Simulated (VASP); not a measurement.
Gd3Ru, 4 atoms in the cell. The structure is cubic, space group Im-3m (No. 229). The conventional cell has a = 6.032 Å, b = 6.032 Å, c = 6.032 Å, α = 90.00°, β = 90.00°, γ = 90.00°. Within 4.0 Å of Gd (site symmetry 4/mmm) lie 4 Gd at 3.02 Å and 2 Ru at 3.02 Å. Within 4.0 Å of Ru (site symmetry m-3m) lie 6 Gd at 3.02 Å. The cell was built from a structure type or drawn by symmetry, and may not be a known phase.

```yaml
Program: VASP 6.6.1
Task: single point
Functional: PBE
Potentials_or_basis: VASP PAW PBE potentials, release 64 (Gd, Ru_pv)
Cutoff: 520 eV
k_mesh: 4 × 4 × 4
Occupations: gaussian, width 0.1 eV
Spin: collinear spin, ferromagnetic start
Starting_moments: "[7.0, 7.0, 7.0, 0.0] μB"
Dipole_correction: no
Further_INCAR_settings: ALGO = Normal; EDIFF = 1e-07; NBANDS = 46
```

Potentials or basis: VASP PAW PBE potentials, release 64 (Gd, Ru_pv).

Launch:

```console
$ cat potpaw_PBE.64/Gd/POTCAR potpaw_PBE.64/Ru_pv/POTCAR > POTCAR
$ mpirun -np 1 vasp_std > vasp.out
```

Hardware: 1 thread of AMD EPYC 7R13 Processor (Zen 3) (shared host).

Question: Estimate the wall time of this run.

Answer: Wall time 11 min on 1 thread of AMD EPYC 7R13 Processor (Zen 3), with other jobs on the host, peak memory 0.31 GiB. Counts: scf iterations 89, k points 8.
